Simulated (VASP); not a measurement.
# NaLi5 (Amm2) in VASP: notebook

Runs on NaLi5. Level: PBE. Tasks: single point.

Program: VASP 6.6.1. These are calculated values, not measurements. Logs are shortened: lines on timing, memory, paths and dates and some standing lists are left out, and cuts for length are marked.

## (1) The cell of the first run

It takes space group Amm2 (No. 38, orthorhombic). Conventional cell: a = 5.033 Å, b = 10.846 Å, c = 5.046 Å, α = 90.00°, β = 90.00°, γ = 90.00°. Na (site symmetry mm2) has 14 Li at 3.14 to 3.58 Å within 4.1 Å. Li (site symmetry m) has 11 Li at 2.99 to 3.75 Å and 3 Na at 3.14 to 3.55 Å within 3.9 Å. Li (site symmetry mm2) has 10 Li at 3.14 to 3.48 Å and 4 Na at 3.54 to 3.58 Å within 4.1 Å. Li (site symmetry m) has 12 Li at 2.96 to 3.88 Å and 2 Na at 3.18 Å within 3.9 Å.

## (2) Single point, PBE

File INCAR:

```
SYSTEM = NaLi5
ALGO = Normal ; EDIFF = 1E-6
ENCUT = 520 ; GGA = PE
ISIF = 2 ; ISMEAR = 0
LASPH = .TRUE. ; LCHARG = .TRUE.
LELF = .TRUE. ; LREAL = .FALSE.
LVHAR = .TRUE. ; LWAVE = .FALSE.
NBANDS = 20 ; NELM = 80
PREC = Accurate ; SIGMA = 0.1
```

File KPOINTS:

```
k-points
0
G
  4 4 4
  0 0 0
```

File POSCAR:

```
NaLi5
1.0
    5.0325938279      0.0000000000      0.0000000000
    0.0000000000      5.4232443756      2.5231587708
    0.0000000000     -5.4232443756      2.5231587708
Na Li
1 5
Direct
    0.0000000000      0.0799526696      0.0799526696
    0.0000000000      0.4067758068      0.7521599302
    0.0000000000      0.7521599302      0.4067758068
    0.5000000000      0.5858302297      0.5858302297
    0.5000000000      0.2666488492      0.9084790469
    0.5000000000      0.9084790469      0.2666488492
```

Potentials or basis: VASP PAW PBE potentials, release 64 (Na_pv, Li_sv).

Command:

```bash
cat potpaw_PBE.64/Na_pv/POTCAR potpaw_PBE.64/Li_sv/POTCAR > POTCAR
mpirun -np 1 vasp_std > vasp.out
```

OUTCAR:

```text
SYSTEM = NaLi5
   EDIFF = 1E-6
   ENCUT = 520
   GGA = PE
   ISIF = 2
   ISMEAR = 0
   LASPH = .TRUE.
   LREAL = .FALSE.
   NELM = 80
   PREC = Accurate

 ion  position               nearest neighbor table
   1  0.000  0.080  0.080-
   2  0.000  0.407  0.752-
   3  0.000  0.752  0.407-
   4  0.500  0.586  0.586-
   5  0.500  0.267  0.908-
   6  0.500  0.908  0.267-

  LATTYP: Found a base centered orthorhombic cell.
 ALAT       =     5.0463175416
 B/A-ratio  =     2.1493868869
 C/A-ratio  =     0.9972804498

  Lattice vectors:

 A1 = (   0.0000000000,   5.4232443756,   2.5231587708)
 A2 = (   0.0000000000,  -5.4232443756,   2.5231587708)
 A3 = (   5.0325938279,   0.0000000000,   0.0000000000)

Analysis of symmetry for initial positions (statically):
=====================================================================
 Subroutine PRICEL returns:
 Original cell was already a primitive cell.

 Routine SETGRP: Setting up the symmetry group for a
 base centered orthorhombic supercell.

 Subroutine GETGRP returns: Found  4 space group operations
 (whereof  4 operations were pure point group operations)
 out of a pool of  8 trial point group operations.

The static configuration has the point symmetry C_2v.

Analysis of symmetry for dynamics (positions and initial velocities):
=====================================================================
 Subroutine PRICEL returns:
 Original cell was already a primitive cell.

 Routine SETGRP: Setting up the symmetry group for a
 base centered orthorhombic supercell.

 Subroutine GETGRP returns: Found  4 space group operations
 (whereof  4 operations were pure point group operations)
 out of a pool of  8 trial point group operations.

The dynamic configuration has the point symmetry C_2v.

 Subroutine INISYM returns: Found  4 space group operations
 (whereof  4 operations are pure point group operations),
 and found     1 'primitive' translations

----------------------------------------------------------------------------------------

                                     Primitive cell

  volume of cell :     137.7291

  direct lattice vectors                    reciprocal lattice vectors
     5.032593828  0.000000000  0.000000000     0.198704691  0.000000000  0.000000000
     0.000000000  5.423244376  2.523158771     0.000000000  0.092195735  0.198164303
     0.000000000 -5.423244376  2.523158771     0.000000000 -0.092195735  0.198164303

  length of vectors
     5.032593828  5.981463846  5.981463846     0.198704691  0.218561535  0.218561535

  position of ions in fractional coordinates (direct lattice)
     0.000000000  0.079952670  0.079952670
     0.000000000  0.406775807  0.752159930
     0.000000000  0.752159930  0.406775807
     0.500000000  0.585830230  0.585830230
     0.500000000  0.266648849  0.908479047
     0.500000000  0.908479047  0.266648849

  ion indices of the primitive-cell ions
   primitive index   ion index
                 1           1
                 2           2
                 3           3
                 4           4
                 5           5
                 6           6

----------------------------------------------------------------------------------------

 KPOINTS: k-points

Automatic generation of k-mesh.
 Grid dimensions read from file:
 generate k-points for:    4    4    4

 Generating k-lattice:

  Cartesian coordinates                     Fractional coordinates (reciprocal lattice)
     0.049676173  0.000000000  0.000000000     0.250000000  0.000000000  0.000000000
     0.000000000  0.023048934  0.049541076     0.000000000  0.250000000 -0.000000000
     0.000000000 -0.023048934  0.049541076     0.000000000 -0.000000000  0.250000000

  Length of vectors
     0.049676173  0.054640384  0.054640384

  Shift w.r.t. Gamma in fractional coordinates (k-lattice)
     0.000000000  0.000000000  0.000000000

 Subroutine IBZKPT returns following result:
 ===========================================

 Found     21 irreducible k-points:

 Following reciprocal coordinates:
            Coordinates               Weight
  0.000000  0.000000  0.000000      1.000000
  0.250000  0.000000  0.000000      2.000000
  0.500000  0.000000  0.000000      1.000000
  0.000000  0.250000 -0.000000      4.000000
  0.250000  0.250000 -0.000000      8.000000
  0.500000  0.250000 -0.000000      4.000000
[... 13 lines left out ...]
  0.250000  0.500000  0.500000      2.000000
  0.500000  0.500000  0.500000      1.000000
   k-points           NKPTS =     21   k-points in BZ     NKDIM =     21   number of bands    NBANDS=     20
   number of dos      NEDOS =    301   number of ions     NIONS =      6
   total plane-waves  NPLWV =  92160
   dimension x,y,z NGX =    40 NGY =   48 NGZ =   48
   dimension x,y,z NGXF=    80 NGYF=   96 NGZF=   96
   ions per type =               1   5
   NGX,Y,Z   is equivalent  to a cutoff of  13.21, 13.34, 13.34 a.u.
   NGXF,Y,Z  is equivalent  to a cutoff of  26.43, 26.68, 26.68 a.u.
 SYSTEM =  NaLi5
   PREC   = accura    normal or accurate (medium, high low for compatibility)
   ISTART =      0    job   : 0-new  1-cont  2-samecut
   ICHARG =      2    charge: 1-file 2-atom 10-const
   ISPIN  =      1    spin polarized calculation?
   LNONCOLLINEAR =      F non collinear calculations
   LSORBIT =      F    spin-orbit coupling
   LASPH  =      T    aspherical Exc in radial PAW
   ENCUT  =  520.0 eV  38.22 Ry    6.18 a.u.   9.36 11.12 11.12*2*pi/ulx,y,z
   NELM   =     80;   NELMIN=  2; NELMDL= -5     # of ELM steps
   EDIFF  = 0.1E-05   stopping-criterion for ELM
   LREAL  =      F    real-space projection
   EDIFFG = 0.1E-04   stopping-criterion for IOM
   NSW    =      0    number of steps for IOM
   IBRION =     -1    ionic relax: 0-MD 1-quasi-New 2-CG
   NFREE  =      0    steps in history (QN), initial steepest desc. (CG)
   ISIF   =      2    stress and relaxation
   ISYM   =      2    0-nonsym 1-usesym 2-fastsym
   POTIM  = 0.5000    time-step for ionic-motion
   TEBEG  =    0.0;   TEEND  =   0.0 temperature during run
   PSTRESS=    0.0 pullay stress
   NELECT =      22.0000    total number of electrons
   NUPDOWN=      -1.0000    fix difference up-down
   EMIN   =  10.00;   EMAX   =-10.00  energy-range for DOS
   EFERMI =   0.00;   METHOD = LEGACY
   ISMEAR =     0;   SIGMA  =   0.10  broadening in eV -4-tet -1-fermi 0-gaus
   EFERMI_NEDOS =   21; number of points for ismear=-14 and -15
   IALGO  =     38    algorithm
   IMIX   =      4    mixing-type and parameters
     AMIX     =   0.40;   BMIX     =  1.00
     AMIX_MAG =   1.60;   BMIX_MAG =  1.00
  volume/ion in A,a.u.               =      22.95       154.91
  Fermi-wavevector in a.u.,A,eV,Ry     =   0.888261  1.678570 10.735096  0.789007
  Thomas-Fermi vector in A             =   2.009667
   LORBIT       =      0    0 simple, 1 ext, 2 COOP (PROOUT), +10 PAW based schemes
   GGA     = PE    functional components
   LHFCALC =     F    Hartree Fock is set to
   AEXX    =    0.0000 exact exchange contribution
   IVDW    =     0    specifies the selected vdW correction
   LEPSILON=     F    determine dielectric tensor
   LRPA    =     F    only Hartree local field effects (RPA)
 non-spin polarized calculation
 Gauss-broadening in eV      SIGMA  =   0.10
  energy-cutoff  :      520.00
  volume of cell :      137.73
 maximum number of plane-waves:      3736
 NGX is ok and might be reduce to    40

 number of electron      22.0000014 magnetization

 Free energy of the ion-electron system (eV)
  ---------------------------------------------------
  ext. energy  EPLUGINS =         0.00000000
  ---------------------------------------------------
  free energy    TOTEN  =       -10.62489516 eV

  energy without entropy =      -10.59919859  energy(sigma->0) =      -10.61204688

 E-fermi :   0.5587     XC(G=0):  -6.9400

 val. band max:        0.5441850953   @ k =   0.2500   0.5000   0.2500
 cond. band min:       0.5782087044   @ k =   0.2500   0.5000   0.5000
 fundamental gap:      0.0340236091
 Fermi energy:         0.5586681173

 k-point     1 :       0.0000    0.0000    0.0000
  band No.  band energies     occupation
      1     -46.2038      2.00000
      2     -46.1960      2.00000
      3     -46.1832      2.00000
      4     -46.1657      2.00000
      5     -46.1577      2.00000
      6     -23.7646      2.00000
[... 12 lines left out ...]
     19       5.9032      0.00000
     20       6.6384      0.00000

 k-point     2 :       0.2500    0.0000    0.0000
  band No.  band energies     occupation
      1     -46.2032      2.00000
      2     -46.1959      2.00000
      3     -46.1835      2.00000
      4     -46.1659      2.00000
      5     -46.1578      2.00000
      6     -23.7645      2.00000
[... 12 lines left out ...]
     19       5.7484      0.00000
     20       5.8480      0.00000

 k-point     3 :       0.5000    0.0000    0.0000
  band No.  band energies     occupation
      1     -46.2026      2.00000
      2     -46.1958      2.00000
      3     -46.1839      2.00000
      4     -46.1662      2.00000
      5     -46.1579      2.00000
      6     -23.7645      2.00000
[... 12 lines left out ...]
     19       5.9268      0.00000
     20       5.9775      0.00000

 k-point     4 :       0.0000    0.2500   -0.0000
  band No.  band energies     occupation
      1     -46.2027      2.00000
      2     -46.1971      2.00000
      3     -46.1830      2.00000
      4     -46.1647      2.00000
      5     -46.1590      2.00000
      6     -23.7649      2.00000
[... 12 lines left out ...]
     19       5.7890      0.00000
     20       6.2159      0.00000

 k-point     5 :       0.2500    0.2500   -0.0000
  band No.  band energies     occupation
      1     -46.2021      2.00000
      2     -46.1969      2.00000
      3     -46.1833      2.00000
      4     -46.1650      2.00000
      5     -46.1591      2.00000
      6     -23.7649      2.00000
[... 12 lines left out ...]
     19       5.6452      0.00000
     20       6.9382      0.00000

 k-point     6 :       0.5000    0.2500   -0.0000
  band No.  band energies     occupation
      1     -46.2016      2.00000
      2     -46.1967      2.00000
      3     -46.1836      2.00000
      4     -46.1652      2.00000
      5     -46.1592      2.00000
      6     -23.7648      2.00000
[... 12 lines left out ...]
     19       7.0438      0.00000
     20       7.1278      0.00000

 k-point     7 :       0.0000    0.5000   -0.0000
  band No.  band energies     occupation
      1     -46.2003      2.00000
      2     -46.1994      2.00000
      3     -46.1828      2.00000
      4     -46.1620      2.00000
      5     -46.1618      2.00000
      6     -23.7652      2.00000
[... 12 lines left out ...]
     19       6.0254      0.00000
     20       6.0462      0.00000
[... 208 lines left out ...]
 k-point    17 :       0.2500   -0.2500    0.2500
  band No.  band energies     occupation
      1     -46.2030      2.00000
      2     -46.1961      2.00000
      3     -46.1834      2.00000
      4     -46.1661      2.00000
      5     -46.1578      2.00000
      6     -23.7646      2.00000
[... 12 lines left out ...]
     19       5.6410      0.00000
     20       6.0096      0.00000

 k-point    18 :       0.5000   -0.2500    0.2500
  band No.  band energies     occupation
      1     -46.2025      2.00000
      2     -46.1958      2.00000
      3     -46.1837      2.00000
      4     -46.1664      2.00000
      5     -46.1579      2.00000
      6     -23.7645      2.00000
[... 12 lines left out ...]
     19       5.9444      0.00000
     20       6.1251      0.00000

 k-point    19 :       0.0000    0.5000    0.5000
  band No.  band energies     occupation
      1     -46.2030      2.00000
      2     -46.1969      2.00000
      3     -46.1830      2.00000
      4     -46.1659      2.00000
      5     -46.1576      2.00000
      6     -23.7646      2.00000
[... 12 lines left out ...]
     19       5.7955      0.00000
     20       5.9681      0.00000

 k-point    20 :       0.2500    0.5000    0.5000
  band No.  band energies     occupation
      1     -46.2027      2.00000
      2     -46.1964      2.00000
      3     -46.1833      2.00000
      4     -46.1663      2.00000
      5     -46.1578      2.00000
      6     -23.7646      2.00000
[... 12 lines left out ...]
     19       6.1310      0.00000
     20       6.1687      0.00000

 k-point    21 :       0.5000    0.5000    0.5000
  band No.  band energies     occupation
      1     -46.2024      2.00000
      2     -46.1960      2.00000
      3     -46.1836      2.00000
      4     -46.1666      2.00000
      5     -46.1579      2.00000
      6     -23.7645      2.00000
[... 12 lines left out ...]
     19       7.0117      0.00000
     20       7.0258      0.00000

------------------------ aborting loop because EDIFF is reached ----------------------------------------

  FORCE on cell =-STRESS in cart. coord.  units (eV):
  Direction    XX          YY          ZZ          XY          YZ          ZX
  --------------------------------------------------------------------------------------
  -------------------------------------------------------------------------------------
  Total        0.0086986     -0.2044330      0.1425257      0.0000000      0.0000000      0.0000000
  in kB        0.1011896     -2.3781315      1.6579759      0.0000000      0.0000000      0.0000000
  external PRESSURE =      -0.2063220 kB  Pullay stress =       0.0000000 kB

 VOLUME and BASIS-vectors are now :
 -----------------------------------------------------------------------------
  energy-cutoff  :      520.00
  volume of cell :      137.73
      direct lattice vectors                 reciprocal lattice vectors
     5.032593828  0.000000000  0.000000000     0.198704691  0.000000000  0.000000000
     0.000000000  5.423244376  2.523158771     0.000000000  0.092195735  0.198164303
     0.000000000 -5.423244376  2.523158771     0.000000000 -0.092195735  0.198164303

 POSITION                                       TOTAL-FORCE (eV/Angst)
 -----------------------------------------------------------------------------------
      0.00000      0.00000      0.40347         0.000000     -0.000000     -0.000274
      0.00000     -1.87310      2.92418         0.000000      0.004792      0.002007
      0.00000      1.87310      2.92418         0.000000     -0.004792      0.002007
      2.51630      0.00000      2.95629         0.000000     -0.000000     -0.000703
      2.51630     -3.48080      2.96503         0.000000      0.008506     -0.001518
      2.51630      3.48080      2.96503         0.000000     -0.008506     -0.001518
 -----------------------------------------------------------------------------------
    total drift:                                0.000000      0.000000      0.001860

  FREE ENERGIE OF THE ION-ELECTRON SYSTEM (eV)
  ---------------------------------------------------
  free  energy   TOTEN  =       -10.6248951613 eV

  energy  without entropy=      -10.5991985945  energy(sigma->0) =      -10.61204688
```

Run time: 2 min. Hardware: 1 thread of Oxide Virtual Turin-like, shared host; peak memory 0.25 GiB.

Results:

```
Free energy            : -10.6249 eV
Largest force          : 0.009 eV/Å
Band gap on the k mesh : zero (bands 11 and 12 overlap by 2.45 eV)
```

Forces in eV/Å, atoms in the order of the input:
```
Na   0.000  0.000  0.000
Li   0.000  0.005  0.002
Li   0.000 -0.005  0.002
Li   0.000  0.000 -0.001
Li   0.000  0.009 -0.002
Li   0.000 -0.009 -0.002
```

Caveat: the cutoff is under 1.25 times the usual one of these potentials, so pressure, stress and relaxed cells hold a basis-set (Pulay) error.

## (3) Single point, PBE

This run uses another cell than the first one, of the same volume but with other edges.

File INCAR:

```
SYSTEM = NaLi5
  PREC = Accurate
  ENCUT = 520
  EDIFF = 1E-6
  ISMEAR = 0
  SIGMA = 0.1
  LREAL = .FALSE.
  LASPH = .TRUE.
  NELM = 100
  ALGO = Fast
  ISIF = 2
  LWAVE = .FALSE.
  LCHARG = .FALSE.
  GGA = PE
  NBANDS = 20
```

File KPOINTS:

```
Automatic mesh
0
G
  8 8 8
  0 0 0
```

File POSCAR:

```
NaLi5
1.0
    4.8218466336      0.0000000000      0.0000000000
    0.0000000000      5.9004631648      2.4211868914
    0.0000000000     -5.9004631648      2.4211868914
Na Li
1 5
Direct
    0.0000000000      0.0833590875      0.0833590875
    0.0000000000      0.4104066031      0.7563122102
    0.0000000000      0.7563122102      0.4104066031
    0.5000000000      0.5832815343      0.5832815343
    0.5000000000      0.2610547217      0.9054323756
    0.5000000000      0.9054323756      0.2610547217
```

Potentials or basis: VASP PAW PBE potentials, release 64 (Na_pv, Li_sv).

Command:

```bash
cat potpaw_PBE.64/Na_pv/POTCAR potpaw_PBE.64/Li_sv/POTCAR > POTCAR
mpirun -np 1 vasp_std > vasp.out
```

Run time: 23 min. Hardware: 1 thread of Oxide Virtual Turin-like, shared host; peak memory 0.37 GiB.

It converged, with:

| Item | Value |
| --- | --- |
| Free energy | -10.6628 eV |
| Band gap on the k mesh | zero (bands 11 and 12 overlap by 2.19 eV) |

Levels at points of the mesh, in eV from the Fermi level:
```
           k point  band 7  band 8  band 9  band 10  band 11  band 12  band 13  band 14  band 15  band 16
(0.00, 0.00, 0.00)  -24.35  -24.34   -3.56    -0.04    -0.03     0.76     1.42     2.19     3.11     3.36
(0.50, 0.00, 0.00)  -24.35  -24.34   -2.32    -2.17     0.86     0.92     1.35     1.42     2.96     3.02
(0.00, 0.50, 0.00)  -24.35  -24.34   -2.11    -1.98    -0.43    -0.21     2.31     2.59     2.73     3.04
(0.50, 0.50, 0.00)  -24.35  -24.34   -0.85    -0.85    -0.68    -0.66     0.16     0.25     2.41     2.52
(0.00, 0.50, 0.50)  -24.35  -24.34   -2.72    -2.63     0.72     1.46     2.21     3.10     3.26     3.33
(0.50, 0.50, 0.50)  -24.35  -24.34   -1.47    -1.45    -1.39    -1.23     2.07     2.48     3.67     4.09
```

Caveat: the cutoff is under 1.25 times the usual one of these potentials, so pressure, stress and relaxed cells hold a basis-set (Pulay) error.

The gap in the log of VASP goes by the Fermi energy; the results here count the filled bands.